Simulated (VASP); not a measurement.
Here is a VASP 6.6.1 calculation.

The input INCAR:

```
SYSTEM = SiC
ALGO = Normal
EDIFF = 1E-6
ENCUT = 520
GGA = CA
ISIF = 2
ISMEAR = 0
LASPH = .True.
LCHARG = .False.
LREAL = .False.
LWAVE = .False.
NBANDS = 16
NELM = 60
PREC = Accurate
SIGMA = 0.01
```

The input KPOINTS:

```
k-points
0
Gamma
  8 8 4
  0 0 0
```

Contents of POSCAR:

```
SiC
1.0
    3.0716436694      0.0000000000      0.0000000000
   -1.5358218347      2.6601214491      0.0000000000
    0.0000000000      0.0000000000      5.0104931319
Si C
2 2
Direct
    0.3333333333      0.6666666667      0.0042496488
    0.6666666667      0.3333333333      0.5042496488
    0.3333333333      0.6666666667      0.3807503512
    0.6666666667      0.3333333333      0.8807503512
```

Potentials or basis: VASP PAW LDA potentials, release 64 (Si, C).

Run with:

```sh
$ cat potpaw_LDA.64/Si/POTCAR potpaw_LDA.64/C/POTCAR > POTCAR
$ mpirun -np 1 vasp_std > vasp.out
```

(1) Predict the pressure.

(2) Predict the band gap on the k mesh.

Results:

(1) -1.6 GPa.

(2) 2.44 eV, indirect (least direct gap 3.84 eV).

Caveat: the cell differs from its parent crystal (in-plane strain +0.005, then relaxed in part).
